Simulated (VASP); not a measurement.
Wanted: the native input for a VASP 6.6.1 run.

```
Task                   : single point
Functional             : PBEsol
Potentials or basis    : VASP PAW PBE potentials, release 64 (Ti_sv)
Cutoff                 : 520 eV
k mesh                 : 20 × 20 × 20
Occupations            : gaussian, width 0.15 eV
Spin                   : no spin polarisation
Dipole correction      : no
Further INCAR settings : ALGO = Normal; EDIFF = 1e-07; NBANDS = 12
```

The structure of Ti lies in POSCAR:

```
Ti
1.0
   -1.5097200000      1.5097200000      1.5753600000
    1.5097200000     -1.5097200000      1.5753600000
    1.5097200000      1.5097200000     -1.5753600000
Ti
1
Direct
    0.0000000000      0.0000000000      0.0000000000
```

This cell differs from its parent crystal: strain -0.080 along x and y, -0.040 along z.

These files were run (other wordings do the same):

INCAR

```
SYSTEM = Ti
PREC = Accurate ; ENCUT = 520
EDIFF = 1E-7 ; ISMEAR = 0
SIGMA = 0.15 ; LREAL = .FALSE.
LASPH = .TRUE. ; NELM = 80
ALGO = Normal ; ISIF = 2
LWAVE = .FALSE. ; LCHARG = .FALSE.
GGA = PS ; NBANDS = 12
```

KPOINTS

```
Automatic mesh
0
G
  20 20 20
  0 0 0
```

Potentials or basis: VASP PAW PBE potentials, release 64 (Ti_sv).

The run is started by

```sh
$ cat potpaw_PBE.64/Ti_sv/POTCAR > POTCAR
$ mpirun -np 1 vasp_std > vasp.out
```

Results of the run:

```yaml
Pressure: 19.5 GPa
Band_gap_on_the_k_mesh: zero (bands 6 and 7 overlap by 1.85 eV)
```

Caveat: the cell differs from its parent crystal (strain -0.080 along x and y, -0.040 along z); the cell stands under pressure; the PAW data sets were made with another functional, which shifts forces and pressure a little.

Wall time 2.3 min on 1 thread of Intel Xeon 8259CL (shared host), peak memory 0.22 GiB.
